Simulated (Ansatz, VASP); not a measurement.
**Te in VASP and in Ansatz**

```xyz
2
Lattice="0.0000 3.3096 3.3096 3.3096 0.0000 3.3096 3.3096 3.3096 0.0000" Properties=species:S:1:pos:R:3 pbc="T T T"
Te   -0.6785   -0.9763   -0.9763
Te    0.6785    0.9763    0.9763
```

Change from the starting cell: shortest bond scaled by 0.82, LAPW.

Alike in both runs: task single point; functional PBEsol; k mesh 8 × 8 × 8; occupations fermi-dirac, width 0.05 eV; no spin polarisation.

|  | VASP | Ansatz |
| --- | --- | --- |
| version | VASP 6.6.1 | Ansatz 0.2.0 |
| potentials or method | VASP PAW PBE potentials, release 64 (Te), cutoff 520 eV | all-electron LAPW, scalar-relativistic |

|  | VASP | Ansatz | Ansatz less VASP |
| --- | --- | --- | --- |
| pressure (GPa) | 16.5 | 16.1 | -0.41 |
| traceless stress, the component that is largest in VASP (GPa) | -10.24 | -9.83 | +0.410 |
| rms of the force components (eV/Å) | 2.949 | 2.820 | -0.1293 |

VASP's potentials were made for PBE, not for PBEsol. Atom by atom the forces differ by 0.129 eV/Å (rms over components). Ansatz ran all-electron here, and VASP with PAW potentials.

Spin-orbit coupling is off throughout.
